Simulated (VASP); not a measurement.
# AlNi (Pm-3m) in VASP: a series of runs, part 2 of 2

VASP 6.6.1.

### Step 4. Relaxation of cell and atoms, LDA

Input file INCAR:

```
  ALGO = Normal
  EDIFF = 1E-6
  EDIFFG = -0.05
  ENCUT = 600
  GGA = CA
  IBRION = 2
  ISIF = 3
  ISMEAR = 0
  LASPH = T
  LCHARG = F
  LREAL = F
  LWAVE = F
  NELM = 60
  NSW = 100
  PREC = Accurate
  SIGMA = 0.1
```

Input file KPOINTS:

```
k-points
0
Gamma
  8 8 8
```

Input file POSCAR:

```
AlNi
1.0
    2.8810000000      0.0000000000      0.0000000000
    0.0000000000      2.8810000000      0.0000000000
    0.0000000000      0.0000000000      2.8810000000
Al Ni
1 1
Direct
    0.0000000000      0.0000000000      0.0000000000
    0.5000000000      0.5000000000      0.5000000000
```

Potentials or basis: VASP PAW LDA potentials, release 64 (Al, Ni).

Run with:

```bash
> cat potpaw_LDA.64/Al/POTCAR potpaw_LDA.64/Ni/POTCAR > POTCAR
> mpirun -np 1 vasp_std > vasp.out
```

OUTCAR:

```text
EDIFF = 1E-6
   EDIFFG = -0.05
   ENCUT = 600
   GGA = CA
   IBRION = 2
   ISIF = 3
   ISMEAR = 0
   LASPH = T
   LREAL = F
   NELM = 60
   NSW = 100
   PREC = Accurate

 ion  position               nearest neighbor table
   1  0.000  0.000  0.000-   2 2.50   2 2.50   2 2.50   2 2.50   2 2.50   2 2.50   2 2.50   2 2.50

   2  0.500  0.500  0.500-   1 2.50   1 2.50   1 2.50   1 2.50   1 2.50   1 2.50   1 2.50   1 2.50

  LATTYP: Found a simple cubic cell.
 ALAT       =     2.8810000000

  Lattice vectors:

 A1 = (   2.8810000000,   0.0000000000,   0.0000000000)
 A2 = (   0.0000000000,   2.8810000000,   0.0000000000)
 A3 = (   0.0000000000,   0.0000000000,   2.8810000000)

Analysis of symmetry for initial positions (statically):
=====================================================================
 Subroutine PRICEL returns:
 Original cell was already a primitive cell.

 Routine SETGRP: Setting up the symmetry group for a
 simple cubic supercell.

 Subroutine GETGRP returns: Found 48 space group operations
 (whereof 48 operations were pure point group operations)
 out of a pool of 48 trial point group operations.

The static configuration has the point symmetry O_h .

Analysis of symmetry for dynamics (positions and initial velocities):
=====================================================================
 Subroutine PRICEL returns:
 Original cell was already a primitive cell.

 Routine SETGRP: Setting up the symmetry group for a
 simple cubic supercell.

[... 147 lines left out ...]

 Free energy of the ion-electron system (eV)
  ---------------------------------------------------
  ext. energy  EPLUGINS =         0.00000000
  ---------------------------------------------------
  free energy    TOTEN  =       -12.16306426 eV

  energy without entropy =      -12.15699571  energy(sigma->0) =      -12.16002998

 E-fermi :   9.6722     XC(G=0): -12.3005

 val. band max:        9.5749940292   @ k =   0.3750   0.3750   0.1250
 cond. band min:       9.7149816984   @ k =   0.3750   0.2500   0.1250
 fundamental gap:      0.1399876692
 Fermi energy:         9.6721684314

 k-point     1 :       0.0000    0.0000    0.0000
  band No.  band energies     occupation
      1      -1.3330      2.00000
      2       6.5030      2.00000
      3       6.5030      2.00000
      4       8.1808      2.00000
      5       8.1808      2.00000
      6       8.1808      2.00000
      7      15.2192      0.00000
      8      15.2192      0.00000
      9      15.2192      0.00000
     10      17.9745      0.00000
[... 370 lines left out ...]
--------------------------------------- Ionic step        3  -------------------------------------------

 number of electron      12.9999996 magnetization

 Free energy of the ion-electron system (eV)
  ---------------------------------------------------
  ext. energy  EPLUGINS =         0.00000000
  ---------------------------------------------------
  free energy    TOTEN  =       -12.19311029 eV

  energy without entropy =      -12.18741504  energy(sigma->0) =      -12.19026266

 E-fermi :  10.3321     XC(G=0): -12.5383

 val. band max:       10.2171791989   @ k =   0.3750   0.3750   0.1250
 cond. band min:      10.3808514397   @ k =   0.3750   0.2500   0.1250
 fundamental gap:      0.1636722408
 Fermi energy:        10.3320603210

 k-point     1 :       0.0000    0.0000    0.0000
  band No.  band energies     occupation
      1      -1.0354      2.00000
      2       6.9188      2.00000
      3       6.9188      2.00000
      4       8.7353      2.00000
      5       8.7353      2.00000
      6       8.7353      2.00000
      7      16.0833      0.00000
      8      16.0833      0.00000
      9      16.0833      0.00000
     10      18.7859      0.00000
[... 328 lines left out ...]
  FREE ENERGIE OF THE ION-ELECTRON SYSTEM (eV)
  ---------------------------------------------------
  free  energy   TOTEN  =       -12.1931102895 eV

  energy  without entropy=      -12.1874150380  energy(sigma->0) =      -12.19026266

 reached required accuracy - stopping structural energy minimisation
```

Wall time 8.3 s (1 thread of Intel Xeon 6975P-C (Granite Rapids), shared host); peak memory 0.13 GiB.

Results:

| Property | Result |
| --- | --- |
| Free energy | -12.1931 eV |
| Relaxed volume | 11.39 Å³/atom |
| Relaxed cell | a = 2.835 Å, b = 2.835 Å, c = 2.835 Å, α = 90.00°, β = 90.00°, γ = 90.00° |
| Space group after relaxing (to 0.05 Å) | Pm-3m (No. 221) |
| Energy gained by relaxing | 15.0 meV/atom |
| Ionic steps | 3 |
| Pressure after relaxing | -0.1 GPa |

The path:
```csv
step,energy change (eV),largest force (eV/Å),pressure (GPa),volume (Å³)
1,0.0000,0.0000,-7.96,23.91
2,-0.0097,0.0000,7.69,21.91
3,-0.0300,0.0000,-0.06,22.78
```

Final structure:
```yaml
crystal:
  lattice:
    - [2.83477, 0.00000, 0.00000]
    - [0.00000, 2.83477, 0.00000]
    - [0.00000, 0.00000, 2.83477]
  atoms:
    - { symbol: Al, position: [0.00000, 0.00000, 0.00000] }
    - { symbol: Ni, position: [0.50000, 0.50000, 0.50000] }
```

### Step 5. Single point, LDA

This run uses another cell than the first one, of 11.36 Å³/atom, 0.950 times its volume.

Input file INCAR:

```
PREC     = Accurate       # precision mode
ENCUT    = 520            # plane-wave cutoff, eV
EDIFF    = 1E-6           # SCF threshold, eV
ISMEAR   = 0              # smearing method
SIGMA    = 0.1            # smearing width, eV
LREAL    = F              # projectors in reciprocal space
LASPH    = T              # aspherical terms in the spheres
NELM     = 100            # most SCF steps
ALGO     = Fast           # electronic algorithm
ISIF     = 2              # what is computed and relaxed
LWAVE    = F              # write WAVECAR
LCHARG   = F              # write CHGCAR
NBANDS   = 14             # bands
```

Input file KPOINTS:

```
Automatic mesh
0
Gamma
  14 14 14
```

Input file POSCAR:

```
AlNi
1.0
    2.8326165075      0.0000000000      0.0000000000
    0.0000000000      2.8326165075      0.0000000000
    0.0000000000      0.0000000000      2.8326165075
Al Ni
1 1
Direct
    0.0000000000      0.0000000000      0.0000000000
    0.5000000000      0.5000000000      0.5000000000
```

Run with:

```bash
> cat potpaw_LDA.64/Al/POTCAR potpaw_LDA.64/Ni/POTCAR > POTCAR
> mpirun -np 1 vasp_std > vasp.out
```

Wall time 14 s (1 thread of Intel Xeon 6975P-C (Granite Rapids), shared host); peak memory 0.15 GiB.

It converged, with:

```
Free energy : -12.1969 eV
Pressure    : 0.3 GPa
```

Levels at points of the mesh, in eV from the Fermi level:
| k point | band 4 | band 5 | band 6 | band 7 | band 8 | band 9 | band 10 | band 11 |
| --- | --- | --- | --- | --- | --- | --- | --- | --- |
| (0.00, 0.00, 0.00) | -1.65 | -1.65 | -1.65 | 5.71 | 5.71 | 5.71 | 8.41 | 8.41 |
| (0.50, 0.00, 0.00) | -2.40 | -2.40 | -1.55 | -0.67 | 8.45 | 10.26 | 10.26 | 11.36 |
| (0.50, 0.50, 0.00) | -2.94 | -2.22 | -2.22 | -1.08 | 1.58 | 2.75 | 12.73 | 15.58 |
| (0.50, 0.50, 0.50) | -1.04 | -1.04 | 2.02 | 2.02 | 2.02 | 4.08 | 4.74 | 4.74 |

Spin polarisation is off, so any magnetic state and its effect on volume and gap are missing.

### Step 6. Relaxation of cell and atoms, LDA

This run uses another cell than the first one, of 11.36 Å³/atom, 0.950 times its volume.

Input file INCAR:

```
SYSTEM = AlNi
ALGO = Normal
EDIFF = 1E-7
EDIFFG = -0.005
ENCUT = 600
IBRION = 2
ISIF = 3
ISMEAR = 0
LASPH = .TRUE.
LCHARG = .FALSE.
LREAL = .FALSE.
LWAVE = .FALSE.
NELM = 100
NSW = 100
PREC = Accurate
SIGMA = 0.1
```

Input file KPOINTS:

```
k-points
0
G
  14 14 14
  0 0 0
```

Input file POSCAR:

```
AlNi
1.0
    2.8318957038      0.0000000000      0.0000000000
    0.0000000000      2.8318957038      0.0000000000
    0.0000000000      0.0000000000      2.8318957038
Al Ni
1 1
Direct
    0.0000000000      0.0000000000      0.0000000000
    0.5000000000      0.5000000000      0.5000000000
```

Potentials or basis: VASP PAW LDA potentials, release 64 (Al, Ni).

Run with:

```bash
> cat potpaw_LDA.64/Al/POTCAR potpaw_LDA.64/Ni/POTCAR > POTCAR
> mpirun -np 1 vasp_std > vasp.out
```

It took 17 s on 1 thread of Intel Xeon 6975P-C (Granite Rapids), shared host; peak memory 0.16 GiB.

Results (log left out):

```
Free energy                            : -12.1969 eV
Relaxed volume                         : 11.38 Å³/atom
Relaxed cell                           : a = 2.834 Å, b = 2.834 Å, c = 2.834 Å, α = 90.00°, β = 90.00°, γ = 90.00°
Space group after relaxing (to 0.05 Å) : Pm-3m (No. 221)
Energy gained by relaxing              : 0.0 meV/atom
Ionic steps                            : 3
Pressure after relaxing                : 0.0 GPa
```

Final structure:
```
Al Ni
1.0
     2.83408    0.00000    0.00000
     0.00000    2.83408    0.00000
     0.00000    0.00000    2.83408
Al Ni
1 1
Direct
  0.00000 0.00000 0.00000
  0.50000 0.50000 0.50000
```

Levels at points of the mesh, in eV from the Fermi level:
```csv
k point,band 3,band 4,band 5,band 6,band 7,band 8,band 9,band 10
"(0.00, 0.00, 0.00)",-3.46,-1.64,-1.64,-1.64,5.71,5.71,5.71,8.41
"(0.50, 0.00, 0.00)",-2.96,-2.39,-2.39,-1.54,-0.67,8.45,10.25,10.25
"(0.50, 0.50, 0.00)",-2.94,-2.94,-2.22,-2.22,-1.07,1.58,2.74,12.71
"(0.50, 0.50, 0.50)",-4.32,-1.04,-1.04,2.02,2.02,2.02,4.07,4.74
```

### Step 7. Overview

| task | cell | k mesh | cutoff (eV) | gap on the mesh (eV) | pressure (GPa) | relaxed volume (Å³/atom) |
| --- | --- | --- | --- | --- | --- | --- |
| single point | a = 2.881 Å, 2 atoms | 6 × 6 × 6 | 520 | none | -7.8 | - |
| single point | a = 2.832 Å, 2 atoms | 8 × 8 × 8 | 520 | none | 0.9 | - |
| relaxation of cell and atoms | relaxed from a = 2.881 Å, 2 atoms | 8 × 8 × 8 | 600 | none | -0.1 | 11.39 |
| single point | a = 2.833 Å, 2 atoms | 14 × 14 × 14 | 520 | none | 0.3 | - |
| relaxation of cell and atoms | relaxed from a = 2.832 Å, 2 atoms | 14 × 14 × 14 | 600 | none | 0.0 | 11.38 |

Alike in all rows: level LDA; potentials or basis VASP PAW LDA potentials, release 64 (Al, Ni); no spin polarisation; smearing gaussian 0.1 eV.

Caveats: some runs use coarse meshes.

Absolute energies hang on the potentials; compare differences alone.
